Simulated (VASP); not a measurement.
Runs of VASP 6.6.1 on SiC. The structure is that of space group F-43m (No. 216), or close to it. The cells are those of the table. 

```csv
task,level,potentials or basis,cell,k mesh,gap on the mesh (eV),pressure (GPa)
single point,PBE,"VASP PAW PBE potentials, release 64 (Si, C)","a = 3.100 Å, angles 60.0°, 2 atoms",16 × 16 × 16,(c),(b)
electric field gradients,PBE,"VASP PAW PBE potentials, release 64 (Si, C)","a = 3.049 Å, angles 60.0°, 2 atoms",16 × 16 × 16,1.33,10.9
electric field gradients,PBE,"VASP PAW PBE potentials, release 64 (Si, C)","a = 3.075 Å, angles 60.0°, 2 atoms",12 × 12 × 12,1.35,(a)
single point,PBE,"VASP PAW PBE potentials, release 64 (Si, C)","a = 3.075 Å, angles 60.0°, 2 atoms",5 × 5 × 5,1.81,4.9
electric field gradients,PBE,"VASP PAW PBE potentials, release 64 (Si, C)","a = 3.029, b = 3.029, c = 2.982 Å, angles 60.5, 60.5, 59.0°, 2 atoms",16 × 16 × 16,1.12,20.5
electric field gradients,PBE,"VASP PAW PBE potentials, release 64 (Si, C)","a = 3.125 Å, angles 60.0°, 2 atoms",16 × 16 × 16,1.39,-5.5
electric field gradients,PBE,"VASP PAW PBE potentials, release 64 (Si, C)","a = 3.075 Å, angles 60.0°, 2 atoms",5 × 5 × 5,1.81,4.9
electric field gradients,LDA,"VASP PAW LDA potentials, release 64 (Si, C)","a = 3.075 Å, angles 60.0°, 2 atoms",16 × 16 × 16,1.30,-2.5
```

Alike in all rows: no spin polarisation; cutoff (eV) 520; smearing fermi-dirac 0.05 eV.

**Question.** Estimate the missing entries.

**Answer.** (a) 4.8; (b) -0.7; (c) 1.37.

Caveats: some runs use coarse meshes.

A k mesh can miss the band edges.
